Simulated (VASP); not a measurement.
Crystal: TeAu.

```
CELL_PARAMETERS angstrom
0.00000 3.18275 3.18275
3.18275 0.00000 3.18275
3.18275 3.18275 0.00000
ATOMIC_POSITIONS crystal
Te 0.75000 0.75000 0.75000
Te 0.50000 0.50000 0.50000
Au 0.25000 0.25000 0.25000
Au 0.00000 0.00000 0.00000
```

| Quantity | Value |
| --- | --- |
| Program | VASP 6.6.1 |
| Task | relaxation of cell and atoms |
| Functional | PBE |
| Potentials or basis | VASP PAW PBE potentials, release 64 (Te, Au) |
| Cutoff | 600 eV |
| k mesh | 6 × 6 × 6 |
| Occupations | gaussian, width 0.1 eV |
| Spin | no spin polarisation |

At the start: pressure 72.5 GPa; volume 16.12 Å³/atom.

**Question.** How do energy, volume and symmetry change on relaxing?

**Answer.** Over 5 steps the energy falls by 1121.7 meV/atom and the volume is 23.34 Å³/atom (+44.8 %); space group Fd-3m (No. 227, to 0.05 Å).

The path:
```
step  energy change (eV)  largest force (eV/Å)  pressure (GPa)  volume (Å³)
   1              0.0000                0.0000           72.48        64.48
   2             -1.0923                0.0000           -9.15       159.30
   3             -4.4528                0.0000           -2.68        97.39
   4             -4.4782                0.0000           -1.43        95.42
   5             -4.4868                0.0000            0.12        93.35
```

Final structure:
```xyz
4
Lattice="0.0000 3.6005 3.6005 3.6005 0.0000 3.6005 3.6005 3.6005 0.0000" Properties=species:S:1:pos:R:3 pbc="T T T"
Te    5.4008    5.4008    5.4008
Te    3.6005    3.6005    3.6005
Au    1.8003    1.8003    1.8003
Au    0.0000    0.0000    0.0000
```

Caveat: the volume moved by over 15 % at a fixed basis, so the end points are rough.
